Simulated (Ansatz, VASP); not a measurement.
MgS in VASP and in Ansatz

```xyz
2
Lattice="0.0000 2.8309 2.8309 2.8309 0.0000 2.8309 2.8309 2.8309 0.0000" Properties=species:S:1:pos:R:3 pbc="T T T"
Mg    0.0000    0.0000    0.0000
S     1.4154    1.4154    1.4154
```

Alike in both runs: task single point; functional PBE-based global hybrid; k mesh 4 × 4 × 4; no spin polarisation.

|  | VASP | Ansatz |
| --- | --- | --- |
| version | VASP 6.6.1 | Ansatz 0.2.0 |
| potentials or method | VASP PAW PBE potentials, release 64 (Mg, S) | plane waves |
| plane-wave cutoff (eV) | 520 | 420 |
| occupations | gaussian, width 0.01 eV | fixed |
| valence electrons in the cell | 8 | 16 |

```tsv
	VASP	Ansatz	Ansatz less VASP
gap on the k mesh at the Fermi level (eV)	4.16	4.16	-0.003
pressure (GPa)	0.5	0.7	+0.19
```

VASP's potentials were made for PBE, not for PBE-based global hybrid. VASP's potentials hold 8 valence electrons a cell and Ansatz's 16, so a difference there can come from the potentials and not from the codes. Ansatz's warnings: stress exchange threshold loose, stress scf threshold loose.

The k mesh is coarse, so the values compare programs but aren't converged.
